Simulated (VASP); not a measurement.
# Sn (Im-3m) in VASP: further runs, part 2 of 2

VASP 6.6.1. The steps go on from the part before.

### 3 Single point, LDA (volume scaled by 0.4)

Input file INCAR:

```
  PREC = Accurate
  ENCUT = 520
  EDIFF = 1E-6
  ISMEAR = -1
  SIGMA = 0.08
  LREAL = False
  LASPH = True
  NELM = 100
  ALGO = Normal
  ISIF = 2
  LWAVE = False
  LCHARG = True
  LELF = True
  LVHAR = True
  NBANDS = 13
```

Input file KPOINTS:

```
regular mesh
0
Gamma
  14 14 14
```

Input file POSCAR:

```
Sn
1.0
   -1.3655547753      1.3655547753      1.3655547753
    1.3655547753     -1.3655547753      1.3655547753
    1.3655547753      1.3655547753     -1.3655547753
Sn
1
Direct
    0.0000000000      0.0000000000      0.0000000000
```

Potentials or basis: VASP PAW LDA potentials, release 64 (Sn_d).

Started as:

```
$ cat potpaw_LDA.64/Sn_d/POTCAR > POTCAR
$ mpirun -np 1 vasp_std > vasp.out
```

OUTCAR:

```text
PREC = Accurate
   ENCUT = 520
   EDIFF = 1E-6
   ISMEAR = -1
   LREAL = False
   LASPH = True
   NELM = 100
   ISIF = 2

 ion  position               nearest neighbor table
   1  0.000  0.000  0.000-

  LATTYP: Found a body centered cubic cell.
 ALAT       =     2.7311095506

  Lattice vectors:

 A1 = (  -1.3655547753,   1.3655547753,   1.3655547753)
 A2 = (   1.3655547753,  -1.3655547753,   1.3655547753)
 A3 = (   1.3655547753,   1.3655547753,  -1.3655547753)

Analysis of symmetry for initial positions (statically):
=====================================================================
 Subroutine PRICEL returns:
 Original cell was already a primitive cell.

 Routine SETGRP: Setting up the symmetry group for a
 body centered cubic supercell.

 Subroutine GETGRP returns: Found 48 space group operations
 (whereof 48 operations were pure point group operations)
 out of a pool of 48 trial point group operations.

The static configuration has the point symmetry O_h .

Analysis of symmetry for dynamics (positions and initial velocities):
=====================================================================
 Subroutine PRICEL returns:
 Original cell was already a primitive cell.

 Routine SETGRP: Setting up the symmetry group for a
 body centered cubic supercell.

 Subroutine GETGRP returns: Found 48 space group operations
 (whereof 48 operations were pure point group operations)
 out of a pool of 48 trial point group operations.

The dynamic configuration has the point symmetry O_h .

 Subroutine INISYM returns: Found 48 space group operations
 (whereof 48 operations are pure point group operations),
 and found     1 'primitive' translations

[... 109 lines left out ...]
   IALGO  =     38    algorithm
   IMIX   =      4    mixing-type and parameters
     AMIX     =   0.40;   BMIX     =  1.00
     AMIX_MAG =   1.60;   BMIX_MAG =  1.00
  volume/ion in A,a.u.               =      10.19        68.74
  Fermi-wavevector in a.u.,A,eV,Ry     =   1.820211  3.439700 45.078386  3.313168
  Thomas-Fermi vector in A             =   2.876834
   LORBIT       =      0    0 simple, 1 ext, 2 COOP (PROOUT), +10 PAW based schemes
   GGA     = CA    functional components
   LHFCALC =     F    Hartree Fock is set to
   AEXX    =    0.0000 exact exchange contribution
   IVDW    =     0    specifies the selected vdW correction
   LEPSILON=     F    determine dielectric tensor
   LRPA    =     F    only Hartree local field effects (RPA)
 non-spin polarized calculation
  energy-cutoff  :      520.00
  volume of cell :       10.19
 maximum number of plane-waves:       285
 NGX is ok and might be reduce to    18
   NGX =  9   NGY =  9   NGZ =  9

 number of electron      14.0000009 magnetization

 Free energy of the ion-electron system (eV)
  ---------------------------------------------------
  ext. energy  EPLUGINS =         0.00000000
  ---------------------------------------------------
  free energy    TOTEN  =         5.54804961 eV

  energy without entropy =        5.55378222  energy(sigma->0) =        5.55091592

 E-fermi :  28.2901     XC(G=0): -16.1558

 val. band max:       28.2571592489   @ k =  -0.3571   0.3571   0.3571
 cond. band min:      28.4238707981   @ k =  -0.2857   0.3571   0.0714
 fundamental gap:      0.1667115493
 Fermi energy:        28.2901234531

 k-point     1 :       0.0000    0.0000    0.0000
  band No.  band energies     occupation
      1       2.6523      2.00000
      2       2.6523      2.00000
      3       2.6523      2.00000
      4       4.3695      2.00000
      5       4.3695      2.00000
      6       4.9085      2.00000
      7      38.8779      0.00000
      8      38.8779      0.00000
      9      38.8779      0.00000
     10      49.2136      0.00000
     11      49.2136      0.00000
     12      50.0596      0.00000
     13      50.0596      0.00000
[... 354 lines left out ...]
  band No.  band energies     occupation
      1       1.9277      2.00000
      2       2.9320      2.00000
      3       3.4586      2.00000
      4       4.4154      2.00000
      5       4.6580      2.00000
      6      20.1447      2.00000
      7      21.7644      2.00000
      8      24.2624      2.00000
      9      35.1690      0.00000
     10      43.4237      0.00000
     11      44.5762      0.00000
     12      54.1375      0.00000
     13      56.2829      0.00000

 [... further k-points ...]
[... 5 lines left out ...]
  --------------------------------------------------------------------------------------
  -------------------------------------------------------------------------------------
  Total       32.1722930     32.1722930     32.1722930      0.0000000      0.0000000      0.0000000
  in kB     5060.6375173   5060.6375173   5060.6375173      0.0000000      0.0000000      0.0000000
  external PRESSURE =    5060.6375173 kB  Pullay stress =       0.0000000 kB

 VOLUME and BASIS-vectors are now :
 -----------------------------------------------------------------------------
  energy-cutoff  :      520.00
  volume of cell :       10.19
      direct lattice vectors                 reciprocal lattice vectors
    -1.365554775  1.365554775  1.365554775     0.000000000  0.366151552  0.366151552
     1.365554775 -1.365554775  1.365554775     0.366151552  0.000000000  0.366151552
     1.365554775  1.365554775 -1.365554775     0.366151552  0.366151552  0.000000000

 POSITION                                       TOTAL-FORCE (eV/Angst)
 -----------------------------------------------------------------------------------
      0.00000      0.00000      0.00000        -0.000000     -0.000000     -0.000000
 -----------------------------------------------------------------------------------
    total drift:                                0.000000     -0.000000      0.000000

  FREE ENERGIE OF THE ION-ELECTRON SYSTEM (eV)
  ---------------------------------------------------
  free  energy   TOTEN  =         5.5480496128 eV

  energy  without entropy=        5.5537822184  energy(sigma->0) =        5.55091592
```

OSZICAR:

```text
N       E                     dE             d eps       ncg     rms          rms(c)
DAV:   1     0.812888493843E+02    0.81289E+02   -0.64148E+03  3031   0.211E+03
DAV:   2     0.810726999741E+01   -0.73182E+02   -0.69731E+02  2944   0.346E+02
DAV:   3     0.492850028134E+01   -0.31788E+01   -0.31648E+01  3194   0.622E+01
DAV:   4     0.489198382639E+01   -0.36516E-01   -0.36508E-01  3184   0.645E+00
DAV:   5     0.489141152525E+01   -0.57230E-03   -0.57229E-03  3300   0.798E-01    0.845E+00
DAV:   6     0.531175368106E+01    0.42034E+00   -0.44070E-02  4062   0.452E+00    0.466E+00
DAV:   7     0.554583925901E+01    0.23409E+00   -0.71596E-02  3995   0.458E+00    0.165E-01
DAV:   8     0.554790850495E+01    0.20692E-02   -0.27171E-03  3252   0.914E-01    0.555E-02
DAV:   9     0.554798775295E+01    0.79248E-04   -0.76491E-05  3741   0.193E-01    0.248E-02
DAV:  10     0.554805028529E+01    0.62532E-04   -0.23828E-05  3453   0.112E-01    0.871E-03
DAV:  11     0.554804961277E+01   -0.67252E-06   -0.19689E-06  2842   0.339E-02
   1 F= 0.55480496E+01 E0= 0.55509159E+01  d E =-.573261E-02
```

stdout:

```text
POSCAR found type information on POSCAR Sn
 POSCAR found :  1 types and       1 ions
 scaLAPACK will be used
 LDA part: xc-table for (Slater(with rela. corr.)+CA(PZ))
 , standard interpolation
 POSCAR, INCAR and KPOINTS ok, starting setup
 FFT: planning ... GRIDC
 FFT: planning ... GRID_SOFT
 FFT: planning ... GRID
 WAVECAR not read
 entering main loop
```

Wall time 8.4 s (1 thread of AMD EPYC 9R45 (Zen 5), shared host); peak memory 0.09 GiB.

Results:

```
Free energy            : 5.5480 eV
Pressure               : 506.1 GPa
Band gap on the k mesh : zero (band 7 reaches 38.88 eV, above the bottom of band 8 at 23.19 eV)
```

Caveat: spin-orbit coupling is left out, which moves the levels of the heavy elements.

### 4 Single point, LDA (volume scaled by 0.4)

Input file INCAR:

```
SYSTEM = Sn
  ALGO = Normal
  EDIFF = 1E-6
  ENCUT = 520
  GGA = CA
  ISIF = 2
  ISMEAR = -1
  LASPH = .True.
  LCHARG = .False.
  LREAL = .False.
  LWAVE = .False.
  NBANDS = 13
  NELM = 80
  PREC = Accurate
  SIGMA = 0.08
```

Input file KPOINTS:

```
k-points
0
Gamma
  14 14 14
  0 0 0
```

POSCAR is that of step 3.

Started as:

```
$ cat potpaw_LDA.64/Sn_d/POTCAR > POTCAR
$ mpirun -np 1 vasp_std > vasp.out
```

Run time: 8.3 s. Hardware: 1 thread of AMD EPYC 9R45 (Zen 5), shared host; peak memory 0.09 GiB.

It converged, with:

| Property | Result |
| --- | --- |
| Free energy | 5.5480 eV |
| Pressure | 506.1 GPa |
| Band gap on the k mesh | zero (band 7 reaches 38.88 eV, above the bottom of band 8 at 23.19 eV) |

Levels at points of the mesh, in eV from the Fermi level:
| k point | band 3 | band 4 | band 5 | band 6 | band 7 | band 8 | band 9 | band 10 | band 11 | band 12 |
| --- | --- | --- | --- | --- | --- | --- | --- | --- | --- | --- |
| (0.00, 0.00, 0.00) | -25.64 | -23.92 | -23.92 | -23.38 | 10.59 | 10.59 | 10.59 | 20.92 | 20.92 | 21.77 |
| (0.50, 0.00, 0.00) | -23.99 | -23.84 | -22.74 | -12.61 | -7.76 | 5.24 | 7.27 | 13.95 | 17.00 | 19.14 |
| (0.50, 0.50, 0.50) | -23.03 | -23.03 | -23.03 | -3.10 | -3.10 | -3.10 | 4.67 | 4.67 | 7.06 | 20.75 |

Caveat: spin-orbit coupling is left out, which moves the levels of the heavy elements.
